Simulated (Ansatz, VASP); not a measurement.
Two plane-wave programs on NaF

POSCAR

```
NaF
1.0
    0.0000000000      2.3233000000      2.2884505000
    2.3233000000      0.0000000000      2.2884505000
    2.3233000000      2.3233000000      0.0000000000
Na F
1 1
Direct
    0.0000000000      0.0000000000      0.0000000000
    0.5000000000      0.5000000000      0.5000000000
```

INCAR.step1

```
ALGO     = Normal         # electronic algorithm
EDIFF    = 1E-4           # SCF threshold, eV
ENCUT    = 520            # plane-wave cutoff, eV
GGA      = PE             # functional
ISMEAR   = 0              # smearing method
LASPH    = True           # aspherical terms in the spheres
LCHARG   = False          # write CHGCAR
LREAL    = False          # projectors in reciprocal space
LWAVE    = True           # write WAVECAR
NBANDS   = 14             # bands
NELM     = 80             # most SCF steps
PREC     = Accurate       # precision mode
SIGMA    = 0.05           # smearing width, eV
```

INCAR.step2

```
ALGO     = Normal         # electronic algorithm
EDIFF    = 1E-6           # SCF threshold, eV
ENCUT    = 520            # plane-wave cutoff, eV
ISIF     = 2              # what is computed and relaxed
ISMEAR   = 0              # smearing method
ISTART   = 1            
LASPH    = True           # aspherical terms in the spheres
LCHARG   = True           # write CHGCAR
LELF     = True           # ELF
LMIXTAU  = True         
LREAL    = False          # projectors in reciprocal space
LVHAR    = True         
LWAVE    = False          # write WAVECAR
METAGGA  = R2SCAN         # meta-GGA
NBANDS   = 14             # bands
NELM     = 80             # most SCF steps
PREC     = Accurate       # precision mode
SIGMA    = 0.05           # smearing width, eV
```

Contents of KPOINTS:

```
k-points
0
Gamma
  8 8 8
```

Input for Ansatz:

```yaml
crystal:
  lattice:
    - [0.0, 2.3233, 2.2884505]
    - [2.3233, 0.0, 2.2884505]
    - [2.3233, 2.3233, 0.0]
  atoms:
    - { symbol: Na, position: [0.0, 0.0, 0.0] }
    - { symbol: F, position: [0.5, 0.5, 0.5] }
basis:
  ecutwfc: 500
kpoints:
  mp_grid: { grid: [8, 8, 8] }
hamiltonian:
  xc: r2scan
scf:
  occupations: { method: gaussian, width: 0.05 }
output:
  forces: true
  stress: true
  eigenvalues: true
```

Change from the starting cell: strain +0.000 along x and y, -0.015 along z, atoms carried along.

Alike in both runs: task single point; functional r2SCAN; k mesh 8 × 8 × 8; occupations gaussian, width 0.05 eV; no spin polarisation.

|  | VASP | Ansatz |
| --- | --- | --- |
| version | VASP 6.6.1 | Ansatz 0.2.0 |
| potentials or method | VASP PAW PBE potentials, release 64 (Na_pv, F), cutoff 520 eV | scalar-relativistic, plane waves, PAW |
| valence electrons in the cell | 14 | 16 |

Ansatz gave:

```
gap on the k mesh at the Fermi level (eV)                     : 7.17
least direct gap on the mesh (eV)                             : 7.17
pressure (GPa)                                                : -0.9
traceless stress, the component that is largest in VASP (GPa) : 0.90
```

Q: Estimate VASP's values.

A: gap on the k mesh at the Fermi level (eV): 7.21; least direct gap on the mesh (eV): 7.21; pressure (GPa): -1.6; traceless stress, the component that is largest in VASP (GPa): 0.76.

VASP's potentials were made for PBE, not for r2SCAN. The functional is the same, so the differences come from potentials, cutoffs and numerics. VASP's potentials hold 14 valence electrons a cell and Ansatz's 16, so a difference there can come from the potentials and not from the codes.
